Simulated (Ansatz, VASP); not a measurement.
Two plane-wave programs on TiO2

Contents of INCAR:

```
SYSTEM = TiO2
PREC = Accurate ; ENCUT = 520
EDIFF = 1E-6 ; ISMEAR = 0
SIGMA = 0.05 ; LREAL = .False.
LASPH = .True. ; NELM = 150
ALGO = Normal ; ISIF = 2
LWAVE = .False. ; LCHARG = .True.
LMAXMIX = 4 ; LDAU = .True.
LDAUTYPE = 2 ; LDAUL = 2 -1
LDAUU = 4 0 ; LDAUJ = 0 0
LDAUPRINT = 1 ; GGA = PE
LELF = .True. ; LVHAR = .True.
NBANDS = 33
```

The input KPOINTS:

```
regular mesh
0
Gamma
  6 6 6
  0 0 0
```

File POSCAR:

```
TiO2
1.0
    2.7694294151     -2.7695063740     -0.0206655901
    2.7694294151      2.7695063740     -0.0206655901
   -2.7318590789      0.0000000000      5.0374958942
Ti O
2 4
Direct
    0.1250069486      0.8749930514      0.2500000000
    0.8749930514      0.1250069486      0.7500000000
    0.3394254028      0.0894486781      0.6788605275
    0.6605745972      0.9105513219      0.3211394725
    0.9105513219      0.6605745972      0.8211394725
    0.0894486781      0.3394254028      0.1788605275
```

Input for Ansatz:

```yaml
crystal:
  lattice:
    - [2.7694294151, -2.769506374, -0.0206655901]
    - [2.7694294151, 2.769506374, -0.0206655901]
    - [-2.7318590789, 0.0, 5.0374958942]
  atoms:
    - { symbol: Ti, position: [0.1250069486, 0.8749930514, 0.25] }
    - { symbol: Ti, position: [0.8749930514, 0.1250069486, 0.75] }
    - { symbol: O, position: [0.3394254028, 0.0894486781, 0.6788605275] }
    - { symbol: O, position: [0.6605745972, 0.9105513219, 0.3211394725] }
    - { symbol: O, position: [0.9105513219, 0.6605745972, 0.8211394725] }
    - { symbol: O, position: [0.0894486781, 0.3394254028, 0.1788605275] }
basis:
  ecutwfc: 520.0
kpoints:
  mp_grid: { grid: [6, 6, 6] }
hamiltonian:
  xc: pbe
  pseudopotentials: { kind: paw, azcp: { folder: soft_1 } }
  hubbard: { sites: [{ species: Ti, l: d, u_eff: 4.0 }] }
scf:
  occupations: { method: gaussian, width: 0.05 }
output:
  forces: true
  stress: true
  eigenvalues: true
  write_density: true
  write_potential: true
  elf: true
  volumetric_format: npy
```

Alike in both runs: task single point; functional PBE; k mesh 6 × 6 × 6; occupations gaussian, width 0.05 eV; no spin polarisation; Hubbard terms Ti d U = 4.0 eV.

|  | VASP | Ansatz |
| --- | --- | --- |
| version | VASP 6.6.1 | Ansatz 0.2.0 |
| potentials or method | VASP PAW PBE potentials, release 64 (Ti_sv, O), cutoff 520 eV | scalar-relativistic, plane waves, PAW |
| valence electrons in the cell | 48 | 48 |

```csv
,VASP,Ansatz,Ansatz less VASP
gap on the k mesh at the Fermi level (eV),2.13,2.07,-0.067
least direct gap on the mesh (eV),2.62,2.55,-0.070
pressure (GPa),-12.6,-15.5,-2.90
"traceless stress, the component that is largest in VASP (GPa)",-5.86,-4.56,+1.301
rms of the force components (eV/Å),0.526,0.567,+0.0405
```

The programs project onto different local orbitals, so the same U acts differently, and such runs can settle in different states. Atom by atom the forces differ by 0.040 eV/Å (rms over components).
